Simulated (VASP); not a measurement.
# HC3 in VASP: notebook

The runs below take HC3 through single point, with PBEsol.

Program: VASP 6.6.1. These are calculated values, not measurements. Logs are shortened: lines on timing, memory, paths and dates and some standing lists are left out, and cuts for length are marked.

### 1 The cell of the first run

The cell holds a wire or tube with vacuum around it, 16 atoms: a = 17.000 Å, b = 9.300 Å, c = 4.259 Å, α = 90.00°, β = 90.00°, γ = 90.00°.

### 2 Single point, PBEsol

Input file INCAR:

```
SYSTEM = HC3
PREC = Accurate
ENCUT = 520
EDIFF = 1E-7
ISMEAR = 0
SIGMA = 0.05
LREAL = Auto
LASPH = .True.
NELM = 60
ALGO = Normal
ISIF = 2
LWAVE = .False.
LCHARG = .False.
GGA = PS
NBANDS = 40
```

Input file KPOINTS:

```
Automatic mesh
0
Gamma
  1 1 13
  0 0 0
```

Input file POSCAR:

```
HC3
1.0
   17.0000000000      0.0000000000      0.0000000000
    0.0000000000      9.3000000000      0.0000000000
    0.0000000000      0.0000000000      4.2588411474
C H
12 4
Direct
    0.6807972855      0.5000000000      0.3333333333
    0.5361594571      0.5000000000      0.3333333333
    0.6084783713      0.5000000000      0.8333333333
    0.3915216287      0.5000000000      0.3333333333
    0.4638405429      0.5000000000      0.8333333333
    0.3192027145      0.5000000000      0.8333333333
    0.6084783713      0.5000000000      0.1666666667
    0.6807972855      0.5000000000      0.6666666667
    0.4638405429      0.5000000000      0.1666666667
    0.5361594571      0.5000000000      0.6666666667
    0.3192027145      0.5000000000      0.1666666667
    0.3915216287      0.5000000000      0.6666666667
    0.7363247967      0.5000000000      0.2053642495
    0.2636752033      0.5000000000      0.7053642495
    0.7363247967      0.5000000000      0.7946357505
    0.2636752033      0.5000000000      0.2946357505
```

Potentials or basis: VASP PAW PBE potentials, release 64 (C, H).

On the command line:

```bash
$ cat potpaw_PBE.64/C/POTCAR potpaw_PBE.64/H/POTCAR > POTCAR
$ mpirun -np 1 vasp_std > vasp.out
```

OUTCAR:

```text
SYSTEM = HC3
   PREC = Accurate
   ENCUT = 520
   EDIFF = 1E-7
   ISMEAR = 0
   LREAL = Auto
   LASPH = .True.
   NELM = 60
   ISIF = 2
   GGA = PS

 ion  position               nearest neighbor table
   1  0.681  0.500  0.333-  13 1.09   7 1.42   8 1.42
   2  0.536  0.500  0.333-   9 1.42   7 1.42  10 1.42
   3  0.608  0.500  0.833-   8 1.42  10 1.42   7 1.42
   4  0.392  0.500  0.333-  11 1.42   9 1.42  12 1.42
   5  0.464  0.500  0.833-  10 1.42  12 1.42   9 1.42
   6  0.319  0.500  0.833-  14 1.09  12 1.42  11 1.42
   7  0.608  0.500  0.167-   1 1.42   2 1.42   3 1.42
   8  0.681  0.500  0.667-  15 1.09   3 1.42   1 1.42
   9  0.464  0.500  0.167-   2 1.42   4 1.42   5 1.42
  10  0.536  0.500  0.667-   5 1.42   3 1.42   2 1.42
  11  0.319  0.500  0.167-  16 1.09   4 1.42   6 1.42
  12  0.392  0.500  0.667-   6 1.42   5 1.42   4 1.42
  13  0.736  0.500  0.205-   1 1.09
  14  0.264  0.500  0.705-   6 1.09
  15  0.736  0.500  0.795-   8 1.09
  16  0.264  0.500  0.295-  11 1.09

  LATTYP: Found a simple orthorhombic cell.
 ALAT       =     4.2588411474
 B/A-ratio  =     2.1836926239
 C/A-ratio  =     3.9916961943

  Lattice vectors:

 A1 = (   0.0000000000,   0.0000000000,  -4.2588411474)
 A2 = (   0.0000000000,   9.3000000000,   0.0000000000)
 A3 = (  17.0000000000,   0.0000000000,   0.0000000000)

Analysis of symmetry for initial positions (statically):
=====================================================================
 Subroutine PRICEL returns:
 Original cell was already a primitive cell.

 Routine SETGRP: Setting up the symmetry group for a
 simple orthorhombic supercell.

 Subroutine GETGRP returns: Found  8 space group operations
 (whereof  4 operations were pure point group operations)
 out of a pool of  8 trial point group operations.

The static configuration has the point symmetry C_2v.
 The point group associated with its full space group is D_2h.

Analysis of symmetry for dynamics (positions and initial velocities):
=====================================================================
 Subroutine PRICEL returns:
 Original cell was already a primitive cell.

 Routine SETGRP: Setting up the symmetry group for a
 simple orthorhombic supercell.

 Subroutine GETGRP returns: Found  8 space group operations
 (whereof  4 operations were pure point group operations)
 out of a pool of  8 trial point group operations.

The dynamic configuration has the point symmetry C_2v.
 The point group associated with its full space group is D_2h.

 Subroutine INISYM returns: Found  8 space group operations
 (whereof  4 operations are pure point group operations),
 and found     1 'primitive' translations

----------------------------------------------------------------------------------------

                                     Primitive cell

  volume of cell :     673.3228

  direct lattice vectors                    reciprocal lattice vectors
    17.000000000  0.000000000  0.000000000     0.058823529  0.000000000  0.000000000
     0.000000000  9.300000000  0.000000000     0.000000000  0.107526882  0.000000000
     0.000000000  0.000000000  4.258841147     0.000000000  0.000000000  0.234805658

  length of vectors
    17.000000000  9.300000000  4.258841147     0.058823529  0.107526882  0.234805658

  position of ions in fractional coordinates (direct lattice)
     0.680797285  0.500000000  0.333333333
     0.536159457  0.500000000  0.333333333
     0.608478371  0.500000000  0.833333333
     0.391521629  0.500000000  0.333333333
     0.463840543  0.500000000  0.833333333
     0.319202715  0.500000000  0.833333333
[... 8 lines left out ...]
     0.736324797  0.500000000  0.794635750
     0.263675203  0.500000000  0.294635750

  ion indices of the primitive-cell ions
   primitive index   ion index
                 1           1
                 2           2
                 3           3
                 4           4
                 5           5
                 6           6
[... 8 lines left out ...]
                15          15
                16          16

----------------------------------------------------------------------------------------

 KPOINTS: Automatic mesh

Automatic generation of k-mesh.
 Grid dimensions read from file:
 generate k-points for:    1    1   13

 Generating k-lattice:

  Cartesian coordinates                     Fractional coordinates (reciprocal lattice)
     0.058823529  0.000000000  0.000000000     1.000000000  0.000000000  0.000000000
     0.000000000  0.107526882  0.000000000     0.000000000  1.000000000  0.000000000
     0.000000000  0.000000000  0.018061974     0.000000000  0.000000000  0.076923077

  Length of vectors
     0.058823529  0.107526882  0.018061974

  Shift w.r.t. Gamma in fractional coordinates (k-lattice)
     0.000000000  0.000000000  0.000000000

 Subroutine IBZKPT returns following result:
 ===========================================

 Found      7 irreducible k-points:

 Following reciprocal coordinates:
            Coordinates               Weight
  0.000000  0.000000  0.000000      1.000000
  0.000000  0.000000  0.076923      2.000000
  0.000000  0.000000  0.153846      2.000000
  0.000000  0.000000  0.230769      2.000000
  0.000000  0.000000  0.307692      2.000000
  0.000000  0.000000  0.384615      2.000000
  0.000000  0.000000  0.461538      2.000000
   k-points           NKPTS =      7   k-points in BZ     NKDIM =      7   number of bands    NBANDS=     40
   number of dos      NEDOS =    301   number of ions     NIONS =     16
   total plane-waves  NPLWV = 282240
   dimension x,y,z NGX =   126 NGY =   70 NGZ =   32
   dimension x,y,z NGXF=   252 NGYF=  140 NGZF=   64
   ions per type =              12   4
   NGX,Y,Z   is equivalent  to a cutoff of  12.32, 12.51, 12.49 a.u.
   NGXF,Y,Z  is equivalent  to a cutoff of  24.64, 25.03, 24.98 a.u.
 SYSTEM =  HC3
   PREC   = accura    normal or accurate (medium, high low for compatibility)
   ISTART =      0    job   : 0-new  1-cont  2-samecut
   ICHARG =      2    charge: 1-file 2-atom 10-const
   ISPIN  =      1    spin polarized calculation?
   LNONCOLLINEAR =      F non collinear calculations
   LSORBIT =      F    spin-orbit coupling
   LASPH  =      T    aspherical Exc in radial PAW
   ENCUT  =  520.0 eV  38.22 Ry    6.18 a.u.  31.61 17.29  7.92*2*pi/ulx,y,z
   NELM   =     60;   NELMIN=  2; NELMDL= -5     # of ELM steps
   EDIFF  = 0.1E-06   stopping-criterion for ELM
   LREAL  =      T    real-space projection
   EDIFFG = 0.1E-05   stopping-criterion for IOM
   NSW    =      0    number of steps for IOM
   IBRION =     -1    ionic relax: 0-MD 1-quasi-New 2-CG
   NFREE  =      0    steps in history (QN), initial steepest desc. (CG)
   ISIF   =      2    stress and relaxation
   ISYM   =      2    0-nonsym 1-usesym 2-fastsym
   POTIM  = 0.5000    time-step for ionic-motion
   TEBEG  =    0.0;   TEEND  =   0.0 temperature during run
   PSTRESS=    0.0 pullay stress
   NELECT =      52.0000    total number of electrons
   NUPDOWN=      -1.0000    fix difference up-down
   EMIN   =  10.00;   EMAX   =-10.00  energy-range for DOS
   EFERMI =   0.00;   METHOD = LEGACY
   ISMEAR =     0;   SIGMA  =   0.05  broadening in eV -4-tet -1-fermi 0-gaus
   EFERMI_NEDOS =   21; number of points for ismear=-14 and -15
   IALGO  =     38    algorithm
   IMIX   =      4    mixing-type and parameters
     AMIX     =   0.40;   BMIX     =  1.00
     AMIX_MAG =   1.60;   BMIX_MAG =  1.00
  volume/ion in A,a.u.               =      42.08       283.99
  Fermi-wavevector in a.u.,A,eV,Ry     =   0.697164  1.317449  6.612940  0.486037
  Thomas-Fermi vector in A             =   1.780415
   LORBIT       =      0    0 simple, 1 ext, 2 COOP (PROOUT), +10 PAW based schemes
   GGA     = PS    functional components
   LHFCALC =     F    Hartree Fock is set to
   AEXX    =    0.0000 exact exchange contribution
   IVDW    =     0    specifies the selected vdW correction
   LEPSILON=     F    determine dielectric tensor
   LRPA    =     F    only Hartree local field effects (RPA)
 non-spin polarized calculation
 Gauss-broadening in eV      SIGMA  =   0.05
  energy-cutoff  :      520.00
  volume of cell :      673.32
 maximum number of plane-waves:     18172
 NGX is ok and might be reduce to   126
   NGX = 63   NGY = 35   NGZ = 15

 number of electron      51.9999998 magnetization

 Free energy of the ion-electron system (eV)
  ---------------------------------------------------
  ext. energy  EPLUGINS =         0.00000000
  ---------------------------------------------------
  free energy    TOTEN  =      -128.22624334 eV

  energy without entropy =     -128.22624334  energy(sigma->0) =     -128.22624334

 E-fermi :  -2.6388     XC(G=0):  -2.6360

 val. band max:       -2.9209850745   @ k =   0.0000   0.0000   0.0000
 cond. band min:      -1.9952443746   @ k =   0.0000   0.0000   0.0000
 fundamental gap:      0.9257406998
 Fermi energy:        -2.6388066102

 k-point     1 :       0.0000    0.0000    0.0000
  band No.  band energies     occupation
      1     -21.5381      2.00000
      2     -20.3341      2.00000
      3     -18.5714      2.00000
      4     -16.4494      2.00000
      5     -16.2665      2.00000
      6     -15.3609      2.00000
[... 30 lines left out ...]
     37       2.5887      0.00000
     38       2.8204      0.00000

 k-point     2 :       0.0000    0.0000    0.0769
  band No.  band energies     occupation
      1     -21.5030      2.00000
      2     -20.2996      2.00000
      3     -18.5386      2.00000
      4     -16.7472      2.00000
      5     -16.4193      2.00000
      6     -15.7202      2.00000
[... 30 lines left out ...]
     37       2.6452      0.00000
     38       2.8687      0.00000
[... 162 lines left out ...]
     37       3.5865      0.00000
     38       3.6379      0.00000

 k-point     7 :       0.0000    0.0000    0.4615
  band No.  band energies     occupation
      1     -20.2873      2.00000
      2     -19.8411      2.00000
      3     -19.1080      2.00000
      4     -18.6761      2.00000
      5     -17.4249      2.00000
      6     -17.0626      2.00000
[... 30 lines left out ...]
     37       3.5418      0.00000
     38       3.6867      0.00000
 [bands above 38 left out]

------------------------ aborting loop because EDIFF is reached ----------------------------------------

  FORCE on cell =-STRESS in cart. coord.  units (eV):
  Direction    XX          YY          ZZ          XY          YZ          ZX
  --------------------------------------------------------------------------------------
  -------------------------------------------------------------------------------------
  Total       -3.2892239     -0.0728726      0.9751221      0.0000000      0.0000000      0.0000000
  in kB       -7.8267365     -0.1734010      2.3203113      0.0000000      0.0000000      0.0000000
  external PRESSURE =      -1.8932754 kB  Pullay stress =       0.0000000 kB

 VOLUME and BASIS-vectors are now :
 -----------------------------------------------------------------------------
  energy-cutoff  :      520.00
  volume of cell :      673.32
      direct lattice vectors                 reciprocal lattice vectors
    17.000000000  0.000000000  0.000000000     0.058823529  0.000000000  0.000000000
     0.000000000  9.300000000  0.000000000     0.000000000  0.107526882  0.000000000
     0.000000000  0.000000000  4.258841147     0.000000000  0.000000000  0.234805658

 POSITION                                       TOTAL-FORCE (eV/Angst)
 -----------------------------------------------------------------------------------
     11.57355      4.65000      1.41961        -0.689424      0.000000      1.955112
      9.11471      4.65000      1.41961         0.451903      0.000000      0.081674
     10.34413      4.65000      3.54903         0.455752      0.000000     -0.889193
      6.65587      4.65000      1.41961        -0.455752      0.000000     -0.889193
      7.88529      4.65000      3.54903        -0.451903      0.000000      0.081674
      5.42645      4.65000      3.54903         0.689424      0.000000      1.955112
[... 8 lines left out ...]
     12.51752      4.65000      3.38423         0.044573      0.000000     -0.179855
      4.48248      4.65000      1.25481        -0.044573      0.000000     -0.179855
 -----------------------------------------------------------------------------------
    total drift:                                0.000000     -0.000000      0.000000

  FREE ENERGIE OF THE ION-ELECTRON SYSTEM (eV)
  ---------------------------------------------------
  free  energy   TOTEN  =      -128.2262433402 eV

  energy  without entropy=     -128.2262433402  energy(sigma->0) =     -128.22624334
```

Run time: 11 min. Hardware: 1 thread of Intel Xeon 8259CL, shared host; peak memory 0.62 GiB.

Results:

```
Free energy            : -128.2262 eV
Largest force          : 2.073 eV/Å
Band gap on the k mesh : 0.93 eV
```

Forces on the atoms (eV/Å):
```
C   -0.689  0.000  1.955
C    0.452  0.000  0.082
C    0.456  0.000 -0.889
C   -0.456  0.000 -0.889
C   -0.452  0.000  0.082
C    0.689  0.000  1.955
C    0.456  0.000  0.889
C   -0.689  0.000 -1.955
C   -0.452  0.000 -0.082
C    0.452  0.000 -0.082
C    0.689  0.000 -1.955
C   -0.456  0.000  0.889
H    0.045  0.000  0.180
H   -0.045  0.000  0.180
H    0.045  0.000 -0.180
H   -0.045  0.000 -0.180
```

Caveat: the PAW data sets were made with another functional, which shifts forces and pressure a little.

### 3 Single point, PBEsol

This run uses another cell than the first one.

Input file INCAR:

```
PREC = Accurate
ENCUT = 520
EDIFF = 1E-7
ISMEAR = 0
SIGMA = 0.05
LREAL = Auto
LASPH = T
NELM = 80
ALGO = Normal
ISIF = 2
LWAVE = F
LCHARG = T
GGA = PS
LELF = T
LVHAR = T
NBANDS = 40
```

Input file KPOINTS:

```
Automatic mesh
0
Gamma
  1 1 13
```

Input file POSCAR:

```
HC3
1.0
   17.0000000000      0.0000000000      0.0000000000
    0.0000000000      9.3000000000      0.0000000000
    0.0000000000      0.0000000000      4.2957456586
C H
12 4
Direct
    0.6788043584      0.5000000000      0.3401123510
    0.5364023753      0.5000000000      0.3337684704
    0.6083961696      0.5000000000      0.8316443603
    0.3916038304      0.5000000000      0.3316443603
    0.4635976247      0.5000000000      0.8337684704
    0.3211956416      0.5000000000      0.8401123510
    0.6083961696      0.5000000000      0.1683556397
    0.6788043584      0.5000000000      0.6598876490
    0.4635976247      0.5000000000      0.1662315296
    0.5364023753      0.5000000000      0.6662315296
    0.3211956416      0.5000000000      0.1598876490
    0.3916038304      0.5000000000      0.6683556397
    0.7353185916      0.5000000000      0.2195254842
    0.2646814084      0.5000000000      0.7195254842
    0.7353185916      0.5000000000      0.7804745158
    0.2646814084      0.5000000000      0.2804745158
```

Potentials or basis: VASP PAW PBE potentials, release 64 (C, H).

On the command line:

```bash
$ cat potpaw_PBE.64/C/POTCAR potpaw_PBE.64/H/POTCAR > POTCAR
$ mpirun -np 1 vasp_std > vasp.out
```

Run time: 10 min. Hardware: 1 thread of Intel Xeon 8259CL, shared host; peak memory 0.62 GiB.

The run converged. Its results:

| Item | Value |
| --- | --- |
| Free energy | -128.4271 eV |
| Largest force | 0.034 eV/Å |
| Band gap on the k mesh | 1.11 eV |

Forces in eV/Å, atoms in the order of the input:
```
C    0.026  0.000 -0.022
C   -0.007  0.000  0.000
C   -0.007  0.000  0.008
C    0.007  0.000  0.008
C    0.007  0.000  0.000
C   -0.026  0.000 -0.022
C   -0.007  0.000 -0.008
C    0.026  0.000  0.022
C    0.007  0.000  0.000
C   -0.007  0.000  0.000
C   -0.026  0.000  0.022
C    0.007  0.000 -0.008
H    0.026  0.000 -0.013
H   -0.026  0.000 -0.013
H    0.026  0.000  0.013
H   -0.026  0.000  0.013
```

Levels at points of the mesh, in eV from the valence-band top:
| k point | band 22 | band 23 | band 24 | band 25 | band 26 | band 27 | band 28 | band 29 | band 30 | band 31 |
| --- | --- | --- | --- | --- | --- | --- | --- | --- | --- | --- |
| (0.00, 0.00, 0.00) | -3.02 | -2.71 | -1.35 | -1.06 | 0.00 | 1.11 | 2.11 | 2.29 | 3.64 | 3.92 |

Caveat: the PAW data sets were made with another functional, which shifts forces and pressure a little.
